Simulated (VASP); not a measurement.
Crystal: SnSe.

```xyz
2
Lattice="0.0000 3.0496 3.0496 3.0496 0.0000 3.0496 3.0496 3.0496 0.0000" Properties=species:S:1:pos:R:3 pbc="T T T"
Sn    0.0000    0.0000    0.0000
Se    3.0496    3.0496    3.0496
```

Base run:

```yaml
Program: VASP 6.6.1
Functional: PBE exchange alone
Potentials_or_basis: VASP PAW PBE potentials, release 64 (Sn_d, Se)
Cutoff: 520 eV
k_mesh: 8 × 8 × 8
Occupations: fermi-dirac, width 0.05 eV
Spin: no spin polarisation
```

Its results: band gap on the k mesh 0.25 eV; pressure 7.9 GPa.

Q: The run is repeated on the same cell with these changes: functional from PBE exchange alone to RPBE; dispersion from none to D4. What comes out?

A: Band gap on the k mesh 0.37 eV; pressure 0.5 GPa.

Several settings changed at once.

Caveats: semilocal functionals underestimate gaps, and a narrow one can read as zero; spin-orbit coupling is left out, which moves the levels of the heavy elements; the cell stands under pressure (at least some runs); the PAW data sets were made with another functional, which shifts forces and pressure a little (at least some runs).

A k mesh can miss the band edges.
